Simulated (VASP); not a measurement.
# AgO (F-43m) in VASP: notebook

The runs below take AgO through single point, with r2SCAN.

All numbers are computed with VASP 6.6.1; they aren't measurements. Logs are shortened: lines on timing, memory, paths and dates and some standing lists are left out, and cuts for length are marked.

### Step 1. The cell of the first run

Symmetry: F-43m, No. 216, cubic system. Conventional cell: a = 4.861 Å, b = 4.861 Å, c = 4.861 Å, α = 90.00°, β = 90.00°, γ = 90.00°. Within 2.8 Å of Ag (site symmetry -43m) lie 4 O at 2.10 Å. Within 2.8 Å of O (site symmetry -43m) lie 4 Ag at 2.10 Å.

### Step 2. Single point, r2SCAN, collinear spin, ferromagnetic start

Contents of POSCAR:

```
AgO
1.0
    0.0000000000      2.4302814091      2.4302814091
    2.4302814091      0.0000000000      2.4302814091
    2.4302814091      2.4302814091      0.0000000000
Ag O
1 1
Direct
    0.0000000000      0.0000000000      0.0000000000
    0.7500000000      0.7500000000      0.7500000000
```

Contents of INCAR.step1:

```
SYSTEM = AgO
PREC = Accurate
ENCUT = 520
ISMEAR = 0
SIGMA = 0.1
LREAL = .False.
LASPH = .True.
NELM = 150
ISPIN = 2
MAGMOM = -0.31 -0.43
LMAXMIX = 4
NBANDS = 20
GGA = PE
ALGO = Normal
EDIFF = 1E-4
LWAVE = .True.
LCHARG = .False.
```

Contents of INCAR.step2:

```
SYSTEM = AgO
PREC = Accurate
ENCUT = 520
EDIFF = 1E-6
ISMEAR = 0
SIGMA = 0.1
LREAL = .False.
LASPH = .True.
NELM = 150
ALGO = Normal
ISIF = 2
LWAVE = .False.
LCHARG = .False.
ISPIN = 2
MAGMOM = -0.31 -0.43
LORBIT = 11
LMAXMIX = 4
METAGGA = R2SCAN
LMIXTAU = .True.
NBANDS = 20
ISTART = 1
```

Contents of KPOINTS:

```
Automatic mesh
0
Gamma
  14 14 14
  0 0 0
```

Potentials or basis: VASP PAW PBE potentials, release 64 (Ag, O).

Command:

```
$ cat potpaw_PBE.64/Ag/POTCAR potpaw_PBE.64/O/POTCAR > POTCAR
$ cp INCAR.step1 INCAR
$ mpirun -np 1 vasp_std > vasp.out
$ cp INCAR.step2 INCAR
$ mpirun -np 1 vasp_std > vasp.out
```

OUTCAR:

```text
SYSTEM = AgO
   PREC = Accurate
   ENCUT = 520
   EDIFF = 1E-6
   ISMEAR = 0
   LREAL = .False.
   LASPH = .True.
   NELM = 150
   ISIF = 2
   ISPIN = 2
   LORBIT = 11
   METAGGA = R2SCAN
   ISTART = 1

 ion  position               nearest neighbor table
   1  0.000  0.000  0.000-   2 2.10   2 2.10   2 2.10   2 2.10
   2  0.750  0.750  0.750-   1 2.10   1 2.10   1 2.10   1 2.10

  LATTYP: Found a face centered cubic cell.
 ALAT       =     4.8605628182

  Lattice vectors:

 A1 = (   0.0000000000,   2.4302814091,   2.4302814091)
 A2 = (   2.4302814091,   0.0000000000,   2.4302814091)
 A3 = (   2.4302814091,   2.4302814091,   0.0000000000)

Analysis of symmetry for initial positions (statically):
=====================================================================
 Subroutine PRICEL returns:
 Original cell was already a primitive cell.

 Routine SETGRP: Setting up the symmetry group for a
 face centered cubic supercell.

 Subroutine GETGRP returns: Found 24 space group operations
 (whereof 24 operations were pure point group operations)
 out of a pool of 48 trial point group operations.

The static configuration has the point symmetry T_d .

Analysis of symmetry for dynamics (positions and initial velocities):
=====================================================================
 Subroutine PRICEL returns:
 Original cell was already a primitive cell.

 Routine SETGRP: Setting up the symmetry group for a
 face centered cubic supercell.

 Subroutine GETGRP returns: Found 24 space group operations
 (whereof 24 operations were pure point group operations)
 out of a pool of 48 trial point group operations.

The dynamic configuration has the point symmetry T_d .

Analysis of structural, dynamic, and magnetic symmetry:
=====================================================================
 Subroutine PRICEL returns:
 Original cell was already a primitive cell.

 Routine SETGRP: Setting up the symmetry group for a
 face centered cubic supercell.

 Subroutine GETGRP returns: Found 24 space group operations
 (whereof 24 operations were pure point group operations)
 out of a pool of 48 trial point group operations.

The overall configuration has the point symmetry T_d .

 Subroutine INISYM returns: Found 24 space group operations
 (whereof 24 operations are pure point group operations),
 and found     1 'primitive' translations

----------------------------------------------------------------------------------------

                                     Primitive cell

  volume of cell :      28.7078

  direct lattice vectors                    reciprocal lattice vectors
     0.000000000  2.430281409  2.430281409    -0.205737491  0.205737491  0.205737491
     2.430281409  0.000000000  2.430281409     0.205737491 -0.205737491  0.205737491
     2.430281409  2.430281409  0.000000000     0.205737491  0.205737491 -0.205737491

  length of vectors
     3.436936929  3.436936929  3.436936929     0.356347788  0.356347788  0.356347788

  position of ions in fractional coordinates (direct lattice)
     0.000000000  0.000000000  0.000000000
     0.750000000  0.750000000  0.750000000

  ion indices of the primitive-cell ions
   primitive index   ion index
                 1           1
                 2           2

----------------------------------------------------------------------------------------

 KPOINTS: Automatic mesh

Automatic generation of k-mesh.
 Grid dimensions read from file:
 generate k-points for:   14   14   14

 Generating k-lattice:

  Cartesian coordinates                     Fractional coordinates (reciprocal lattice)
    -0.014695535  0.014695535  0.014695535     0.071428571  0.000000000  0.000000000
     0.014695535 -0.014695535  0.014695535     0.000000000  0.071428571  0.000000000
     0.014695535  0.014695535 -0.014695535     0.000000000  0.000000000  0.071428571

  Length of vectors
     0.025453413  0.025453413  0.025453413

  Shift w.r.t. Gamma in fractional coordinates (k-lattice)
     0.000000000  0.000000000  0.000000000

 Subroutine IBZKPT returns following result:
 ===========================================

 Found    104 irreducible k-points:

 Following reciprocal coordinates:
            Coordinates               Weight
  0.000000  0.000000  0.000000      1.000000
  0.071429  0.000000  0.000000      8.000000
  0.142857  0.000000  0.000000      8.000000
  0.214286  0.000000  0.000000      8.000000
  0.285714  0.000000  0.000000      8.000000
  0.357143  0.000000  0.000000      8.000000
[... 16 lines left out ...]
  0.214286  0.142857  0.000000     24.000000
  0.285714  0.142857  0.000000     24.000000
 [... further k-points ...]
   k-points           NKPTS =    104   k-points in BZ     NKDIM =    104   number of bands    NBANDS=     20
   number of dos      NEDOS =    301   number of ions     NIONS =      2
   total plane-waves  NPLWV =  21952
   dimension x,y,z NGX =    28 NGY =   28 NGZ =   28
   dimension x,y,z NGXF=    56 NGYF=   56 NGZF=   56
   ions per type =               1   1
   NGX,Y,Z   is equivalent  to a cutoff of  13.54, 13.54, 13.54 a.u.
   NGXF,Y,Z  is equivalent  to a cutoff of  27.09, 27.09, 27.09 a.u.
 SYSTEM =  AgO
   PREC   = accura    normal or accurate (medium, high low for compatibility)
   ISTART =      1    job   : 0-new  1-cont  2-samecut
   ICHARG =      0    charge: 1-file 2-atom 10-const
   ISPIN  =      2    spin polarized calculation?
   LNONCOLLINEAR =      F non collinear calculations
   LSORBIT =      F    spin-orbit coupling
   LASPH  =      T    aspherical Exc in radial PAW
   ENCUT  =  520.0 eV  38.22 Ry    6.18 a.u.   6.39  6.39  6.39*2*pi/ulx,y,z
   NELM   =    150;   NELMIN=  2; NELMDL=  0     # of ELM steps
   EDIFF  = 0.1E-05   stopping-criterion for ELM
   LREAL  =      F    real-space projection
   EDIFFG = 0.1E-04   stopping-criterion for IOM
   NSW    =      0    number of steps for IOM
   IBRION =     -1    ionic relax: 0-MD 1-quasi-New 2-CG
   NFREE  =      0    steps in history (QN), initial steepest desc. (CG)
   ISIF   =      2    stress and relaxation
   ISYM   =      2    0-nonsym 1-usesym 2-fastsym
   POTIM  = 0.5000    time-step for ionic-motion
   TEBEG  =    0.0;   TEEND  =   0.0 temperature during run
   PSTRESS=    0.0 pullay stress
   NELECT =      17.0000    total number of electrons
   NUPDOWN=      -1.0000    fix difference up-down
   EMIN   =  10.00;   EMAX   =-10.00  energy-range for DOS
   EFERMI =   0.00;   METHOD = LEGACY
   ISMEAR =     0;   SIGMA  =   0.10  broadening in eV -4-tet -1-fermi 0-gaus
   EFERMI_NEDOS =   21; number of points for ismear=-14 and -15
   IALGO  =     38    algorithm
   IMIX   =      4    mixing-type and parameters
     AMIX     =   0.40;   BMIX     =  1.00
     AMIX_MAG =   1.60;   BMIX_MAG =  1.00
  volume/ion in A,a.u.               =      14.35        96.86
  Fermi-wavevector in a.u.,A,eV,Ry     =   1.374753  2.597906 25.714262  1.889945
  Thomas-Fermi vector in A             =   2.500151
   LORBIT       =     11    0 simple, 1 ext, 2 COOP (PROOUT), +10 PAW based schemes
   METAGGA = R2SCAN    functional components
   LHFCALC =     F    Hartree Fock is set to
   AEXX    =    0.0000 exact exchange contribution
   IVDW    =     0    specifies the selected vdW correction
   LEPSILON=     F    determine dielectric tensor
   LRPA    =     F    only Hartree local field effects (RPA)
 spin polarized calculation
 Gauss-broadening in eV      SIGMA  =   0.10
  energy-cutoff  :      520.00
  volume of cell :       28.71
 maximum number of plane-waves:       785
 NGX is ok and might be reduce to    28
   NGX = 13   NGY = 13   NGZ = 13

 number of electron      17.0000001 magnetization      -0.0174802

 Free energy of the ion-electron system (eV)
  ---------------------------------------------------
  ext. energy  EPLUGINS =         0.00000000
  ---------------------------------------------------
  free energy    TOTEN  =       -26.90124181 eV

  energy without entropy =      -26.89074675  energy(sigma->0) =      -26.89599428

 E-fermi :   4.3445     XC(G=0): -11.5306

 val. band max:        4.3414407080   @ k =   0.4286   0.2143   0.0714
 cond. band min:       4.3472256447   @ k =   0.1429   0.0000   0.0000
 fundamental gap:      0.0057849366
 Fermi energy:         4.3445287929

 spin component 1

 k-point     1 :       0.0000    0.0000    0.0000
  band No.  band energies     occupation
      1     -14.9567      1.00000
      2      -1.6656      1.00000
      3      -1.6656      1.00000
      4      -1.6656      1.00000
      5       1.0605      1.00000
      6       1.0605      1.00000
[... 12 lines left out ...]
     19      28.1148      0.00000
     20      28.2244      0.00000
[... 507 lines left out ...]
 k-point    24 :       0.2857    0.1429    0.0000
  band No.  band energies     occupation
      1     -14.7689      1.00000
      2      -1.7423      1.00000
      3      -1.2758      1.00000
      4      -1.2699      1.00000
      5       0.8756      1.00000
      6       1.1874      1.00000
[... 12 lines left out ...]
     19      30.5384      0.00000
     20      32.4950      0.00000

 [... further k-points ...]

 spin component 2

 k-point     1 :       0.0000    0.0000    0.0000
  band No.  band energies     occupation
      1     -14.9758      1.00000
      2      -1.6778      1.00000
      3      -1.6778      1.00000
      4      -1.6778      1.00000
      5       1.0557      1.00000
      6       1.0557      1.00000
[... 12 lines left out ...]
     19      28.1123      0.00000
     20      28.2217      0.00000
[... 507 lines left out ...]
 k-point    24 :       0.2857    0.1429    0.0000
  band No.  band energies     occupation
      1     -14.7886      1.00000
      2      -1.7535      1.00000
      3      -1.2882      1.00000
      4      -1.2824      1.00000
      5       0.8701      1.00000
      6       1.1823      1.00000
[... 12 lines left out ...]
     19      30.5345      0.00000
     20      32.4888      0.00000

 [... further k-points ...]

------------------------ aborting loop because EDIFF is reached ----------------------------------------

  FORCE on cell =-STRESS in cart. coord.  units (eV):
  Direction    XX          YY          ZZ          XY          YZ          ZX
  --------------------------------------------------------------------------------------
  -------------------------------------------------------------------------------------
  Total        1.7281410      1.7281410      1.7281410      0.0000000      0.0000000     -0.0000000
  in kB       96.4473009     96.4473009     96.4473009      0.0000000      0.0000000     -0.0000000
  external PRESSURE =      96.4473009 kB  Pullay stress =       0.0000000 kB

 VOLUME and BASIS-vectors are now :
 -----------------------------------------------------------------------------
  energy-cutoff  :      520.00
  volume of cell :       28.71
      direct lattice vectors                 reciprocal lattice vectors
     0.000000000  2.430281409  2.430281409    -0.205737491  0.205737491  0.205737491
     2.430281409  0.000000000  2.430281409     0.205737491 -0.205737491  0.205737491
     2.430281409  2.430281409  0.000000000     0.205737491  0.205737491 -0.205737491

 POSITION                                       TOTAL-FORCE (eV/Angst)
 -----------------------------------------------------------------------------------
      0.00000      0.00000      0.00000        -0.000000     -0.000000     -0.000000
      3.64542      3.64542      3.64542         0.000000      0.000000      0.000000
 -----------------------------------------------------------------------------------
    total drift:                                0.000008      0.000008      0.000008

  FREE ENERGIE OF THE ION-ELECTRON SYSTEM (eV)
  ---------------------------------------------------
  free  energy   TOTEN  =       -26.9012418118 eV

  energy  without entropy=      -26.8907467464  energy(sigma->0) =      -26.89599428

 total charge

# of ion       s       p       d       tot
------------------------------------------
    1        0.344   0.370   9.120   9.835
    2        1.582   3.349   0.000   4.931
--------------------------------------------------
tot          1.927   3.719   9.120  14.766

 magnetization (x)

# of ion       s       p       d       tot
------------------------------------------
    1        0.000  -0.000  -0.008  -0.008
    2       -0.000  -0.009   0.000  -0.009
--------------------------------------------------
tot          0.000  -0.009  -0.008  -0.017
```

It took 3.3 min on 1 thread of Intel Xeon 6975P-C (Granite Rapids), shared host; peak memory 0.24 GiB.

What came out:

- Free energy: -26.9012 eV
- Pressure: 9.6 GPa
- Net moment: -0.02 μB per cell
- Valence electrons inside the program's atomic spheres: Ag 9.84; O 4.93

Levels at points of the mesh, in eV from the Fermi level:
Spin up:
```csv
k point,band 5,band 6,band 7,band 8,band 9,band 10,band 11,band 12,band 13,band 14
"(0.00, 0.00, 0.00)",-3.28,-3.28,0.63,0.90,0.90,0.90,14.80,14.80,14.80,19.14
"(0.50, 0.00, 0.00)",-3.09,-3.09,-2.85,-0.04,-0.04,5.97,7.42,14.62,14.62,16.79
"(0.50, 0.50, 0.00)",-3.40,-2.94,-1.86,-1.42,-1.42,6.51,9.66,11.95,14.28,14.28
```
Spin down:
```tsv
k point	band 5	band 6	band 7	band 8	band 9	band 10	band 11	band 12	band 13	band 14
(0.00, 0.00, 0.00)	-3.29	-3.29	0.63	0.88	0.88	0.88	14.80	14.80	14.80	19.14
(0.50, 0.00, 0.00)	-3.09	-3.09	-2.86	-0.05	-0.05	5.97	7.41	14.62	14.62	16.79
(0.50, 0.50, 0.00)	-3.41	-2.94	-1.87	-1.44	-1.44	6.50	9.65	11.95	14.28	14.28
```

Caveat: the cell stands under pressure; the PAW data sets were made with another functional, which shifts forces and pressure a little.

### Step 3. Single point, r2SCAN, collinear spin, ferromagnetic start

This run uses another cell than the first one, of 14.94 Å³/atom.

Contents of POSCAR:

```
AgO
1.0
    0.0000000000      2.4631339155      2.4631339155
    2.4631339155      0.0000000000      2.4631339155
    2.4631339155      2.4631339155      0.0000000000
Ag O
1 1
Direct
    0.0000000000      0.0000000000      0.0000000000
    0.7500000000      0.7500000000      0.7500000000
```

Contents of INCAR.step1:

```
PREC     = Accurate       # precision mode
ENCUT    = 520            # plane-wave cutoff, eV
ISMEAR   = 0              # smearing method
SIGMA    = 0.1            # smearing width, eV
LREAL    = False          # projectors in reciprocal space
LASPH    = True           # aspherical terms in the spheres
NELM     = 150            # most SCF steps
ISPIN    = 2              # spin polarisation
MAGMOM   = -0.36 -0.53    # initial moments
LMAXMIX  = 4              # l up to which the mixer works
NBANDS   = 20             # bands
GGA      = PE             # functional
ALGO     = Normal         # electronic algorithm
EDIFF    = 1E-4           # SCF threshold, eV
LWAVE    = True           # write WAVECAR
LCHARG   = False          # write CHGCAR
```

Contents of INCAR.step2:

```
PREC     = Accurate       # precision mode
ENCUT    = 520            # plane-wave cutoff, eV
EDIFF    = 1E-7           # SCF threshold, eV
ISMEAR   = 0              # smearing method
SIGMA    = 0.1            # smearing width, eV
LREAL    = False          # projectors in reciprocal space
LASPH    = True           # aspherical terms in the spheres
NELM     = 150            # most SCF steps
ALGO     = Normal         # electronic algorithm
ISIF     = 2              # what is computed and relaxed
LWAVE    = False          # write WAVECAR
LCHARG   = False          # write CHGCAR
ISPIN    = 2              # spin polarisation
MAGMOM   = -0.36 -0.53    # initial moments
LORBIT   = 11             # projections on sites
LMAXMIX  = 4              # l up to which the mixer works
METAGGA  = R2SCAN         # meta-GGA
LMIXTAU  = True         
NBANDS   = 20             # bands
ISTART   = 1
```

Contents of KPOINTS:

```
Automatic mesh
0
Gamma
  14 14 14
```

Potentials or basis: VASP PAW PBE potentials, release 64 (Ag, O).

Command:

```
$ cat potpaw_PBE.64/Ag/POTCAR potpaw_PBE.64/O/POTCAR > POTCAR
$ cp INCAR.step1 INCAR
$ mpirun -np 1 vasp_std > vasp.out
$ cp INCAR.step2 INCAR
$ mpirun -np 1 vasp_std > vasp.out
```

OUTCAR:

```text
PREC = Accurate
   ENCUT = 520
   EDIFF = 1E-7
   ISMEAR = 0
   LREAL = False
   LASPH = True
   NELM = 150
   ISIF = 2
   ISPIN = 2
   LORBIT = 11
   METAGGA = R2SCAN
   ISTART = 1

 ion  position               nearest neighbor table
   1  0.000  0.000  0.000-   2 2.13   2 2.13   2 2.13   2 2.13
   2  0.750  0.750  0.750-   1 2.13   1 2.13   1 2.13   1 2.13

  LATTYP: Found a face centered cubic cell.
 ALAT       =     4.9262678310

  Lattice vectors:

 A1 = (   0.0000000000,   2.4631339155,   2.4631339155)
[... 1321 lines left out ...]
  external PRESSURE =      40.6884565 kB  Pullay stress =       0.0000000 kB

 VOLUME and BASIS-vectors are now :
 -----------------------------------------------------------------------------
  energy-cutoff  :      520.00
  volume of cell :       29.89
      direct lattice vectors                 reciprocal lattice vectors
     0.000000000  2.463133915  2.463133915    -0.202993429  0.202993429  0.202993429
     2.463133915  0.000000000  2.463133915     0.202993429 -0.202993429  0.202993429
     2.463133915  2.463133915  0.000000000     0.202993429  0.202993429 -0.202993429

 POSITION                                       TOTAL-FORCE (eV/Angst)
 -----------------------------------------------------------------------------------
      0.00000      0.00000      0.00000        -0.000000     -0.000000     -0.000000
      3.69470      3.69470      3.69470         0.000000      0.000000      0.000000
 -----------------------------------------------------------------------------------
    total drift:                                0.000001      0.000001      0.000001

  FREE ENERGIE OF THE ION-ELECTRON SYSTEM (eV)
  ---------------------------------------------------
  free  energy   TOTEN  =       -26.9520911267 eV

  energy  without entropy=      -26.9409702083  energy(sigma->0) =      -26.94653067

 total charge

# of ion       s       p       d       tot
------------------------------------------
    1        0.330   0.338   9.114   9.783
    2        1.582   3.328   0.000   4.910
--------------------------------------------------
tot          1.912   3.666   9.114  14.693

 magnetization (x)

# of ion       s       p       d       tot
------------------------------------------
    1       -0.000   0.000   0.000   0.000
    2        0.000   0.000   0.000   0.000
--------------------------------------------------
tot         -0.000   0.000   0.000   0.000
```

Wall time 4.7 min (1 thread of Intel Xeon 6975P-C (Granite Rapids), shared host); peak memory 0.25 GiB.

Results:

* Free energy: -26.9521 eV
* Pressure: 4.1 GPa
* Net moment: 0.00 μB per cell
* Valence electrons inside the program's atomic spheres: Ag 9.78; O 4.91

Levels at points of the mesh, in eV from the Fermi level:
Spin up:
```
           k point  band 7  band 8  band 9  band 10  band 11  band 12
(0.00, 0.00, 0.00)    0.69    0.85    0.85     0.85    14.60    14.60
(0.50, 0.00, 0.00)   -2.76   -0.03   -0.03     5.90     7.32    14.40
(0.50, 0.50, 0.00)   -1.79   -1.35   -1.35     6.45     9.39    11.81
```
Spin down:
| k point | band 6 | band 7 | band 8 | band 9 | band 10 | band 11 | band 12 | band 13 |
| --- | --- | --- | --- | --- | --- | --- | --- | --- |
| (0.00, 0.00, 0.00) | -3.15 | 0.69 | 0.85 | 0.85 | 0.85 | 14.60 | 14.60 | 14.60 |
| (0.50, 0.00, 0.00) | -2.97 | -2.76 | -0.03 | -0.03 | 5.90 | 7.32 | 14.40 | 14.40 |
| (0.50, 0.50, 0.00) | -2.84 | -1.79 | -1.35 | -1.35 | 6.45 | 9.39 | 11.81 | 14.01 |

Caveat: the cell stands under pressure; the PAW data sets were made with another functional, which shifts forces and pressure a little.

(Continued in part 2 of 2.)
